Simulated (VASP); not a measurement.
## Fe: single point with PBE

Crystal: Fe.

```
Fe
1.0
    -1.40290    1.40290    1.40290
     1.40290   -1.40290    1.40290
     1.40290    1.40290   -1.40290
Fe
1
Direct
  0.00000 0.00000 0.00000
```

| Property | Result |
| --- | --- |
| Program | VASP 6.6.1 |
| Task | single point |
| Functional | PBE |
| Potentials or basis | VASP PAW PBE potentials, release 64 (Fe) |
| Cutoff | 520 eV |
| k mesh | 13 × 13 × 13 |
| Occupations | fermi-dirac, width 0.05 eV |
| Spin | collinear spin, ferromagnetic start |
| Starting moments | [3.0] μB |
| Dipole correction | no |
| Further INCAR settings | ALGO = Fast; EDIFF = 1e-07; NBANDS = 14 |

| Item | Value |
| --- | --- |
| Pressure | 4.7 GPa |
| Net moment | 2.10 μB per cell |
| Site moments | Fe +2.09 μB |
| Valence electrons inside the program's atomic spheres | Fe 7.33 |

Levels at points of the mesh, in eV from the Fermi level:
Spin up:
```tsv
k point	band 3	band 4	band 5	band 6	band 7	band 8
(0.00, 0.00, 0.00)	-2.36	-2.36	-1.11	-1.11	25.27	25.27
```
Spin down:
```csv
k point,band 1,band 2,band 3,band 4,band 5,band 6,band 7,band 8
"(0.00, 0.00, 0.00)",-8.46,-0.56,-0.56,-0.56,1.58,1.58,25.03,25.03
```

Run time: 13 s on 1 thread of Intel(R) Xeon(R) 6975P-C (Granite Rapids) (shared host), peak memory 0.13 GiB.
